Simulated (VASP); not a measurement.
Set up this calculation in VASP 6.6.1, as the native input.

```
Task                   : single point
Functional             : PBE
Potentials or basis    : VASP PAW PBE potentials, release 64 (Be, Te, O)
Cutoff                 : 520 eV
k mesh                 : 4 × 4 × 4
Occupations            : gaussian, width 0.1 eV
Spin                   : no spin polarisation
Dipole correction      : no
Further INCAR settings : ALGO = Normal; EDIFF = 1e-06; NBANDS = 21
```

The structure of Be3TeO2 lies in POSCAR:

```
Be3TeO2
1.0
    2.3403544305     -6.0300503618      0.0000000000
    2.3403544305      6.0300503618      0.0000000000
    0.0000000000      0.0000000000      2.6873767502
Be Te O
3 1 2
Direct
    0.7613510220      0.2386489780      0.0000000000
    0.2386489780      0.7613510220      0.0000000000
    0.5000000000      0.5000000000      0.5000000000
    0.0000000000      0.0000000000      0.0000000000
    0.5000000000      0.0000000000      0.5000000000
    0.0000000000      0.5000000000      0.5000000000
```

The input as run:

INCAR

```
SYSTEM = Be3TeO2
ALGO     = Normal         ! electronic algorithm
EDIFF    = 1E-6           ! SCF threshold, eV
ENCUT    = 520            ! plane-wave cutoff, eV
GGA      = PE             ! functional
ISIF     = 2              ! what is computed and relaxed
ISMEAR   = 0              ! smearing method
LASPH    = .True.         ! aspherical terms in the spheres
LCHARG   = .True.         ! write CHGCAR
LELF     = .True.         ! ELF
LREAL    = .False.        ! projectors in reciprocal space
LVHAR    = .True.       
LWAVE    = .False.        ! write WAVECAR
NBANDS   = 21             ! bands
NELM     = 80             ! most SCF steps
PREC     = Accurate       ! precision mode
SIGMA    = 0.1            ! smearing width, eV
```

KPOINTS

```
k-points
0
Gamma
  4 4 4
  0 0 0
```

Potentials or basis: VASP PAW PBE potentials, release 64 (Be, Te, O).

Command:

```console
$ cat potpaw_PBE.64/Be/POTCAR potpaw_PBE.64/Te/POTCAR potpaw_PBE.64/O/POTCAR > POTCAR
$ mpirun -np 1 vasp_std > vasp.out
```

Results of the run:

* Pressure: 0.3 GPa
* Band gap on the k mesh: zero (band 12 reaches 6.31 eV, above the bottom of band 13 at 4.85 eV)

Caveat: the k points lie up to 0.58 Å⁻¹ apart; spin-orbit coupling is left out, which moves the levels of the heavy elements.

It took 41 s on 1 thread of Intel(R) Xeon(R) Platinum 8259CL CPU @ 2.50GHz (Skylake/Cascade Lake) (shared host), peak memory 0.21 GiB.
